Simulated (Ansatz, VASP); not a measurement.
**One calculation of Al6H, two programs**

```
Al H
1.0
     5.71352    0.00000    0.00000
     0.00000    5.71352    0.00000
     0.00000    0.00000   22.17470
Al H
12 2
Direct
  0.25000 0.25000 0.18039
  0.25000 0.75000 0.18039
  0.75000 0.25000 0.18039
  0.75000 0.75000 0.18039
  0.00000 0.00000 0.27441
  0.00000 0.50000 0.27441
  0.50000 0.00000 0.27441
  0.50000 0.50000 0.27441
  0.25000 0.25000 0.36865
  0.25000 0.75000 0.36865
  0.75000 0.25000 0.36865
  0.75000 0.75000 0.36865
  0.00000 0.94312 0.38894
  0.00000 0.05688 0.38894
```

Alike in both runs: task single point; functional PBE; k mesh 5 × 5 × 1; occupations gaussian, width 0.1 eV; no spin polarisation.

```csv
,VASP,Ansatz
version,VASP 6.6.1,Ansatz 0.2.0
potentials or method,"VASP PAW PBE potentials, release 64 (Al, H), cutoff 520 eV","scalar-relativistic, plane waves, PAW"
valence electrons in the cell,38,38
```

```tsv
	VASP	Ansatz	Ansatz less VASP
gap on the k mesh at the Fermi level (eV)	none	none	-
rms of the force components (eV/Å)	1.760	1.746	-0.0145
```

Atom by atom the forces differ by 0.015 eV/Å (rms over components). A gap of «none» marks a metal or a gap that the smearing closes.
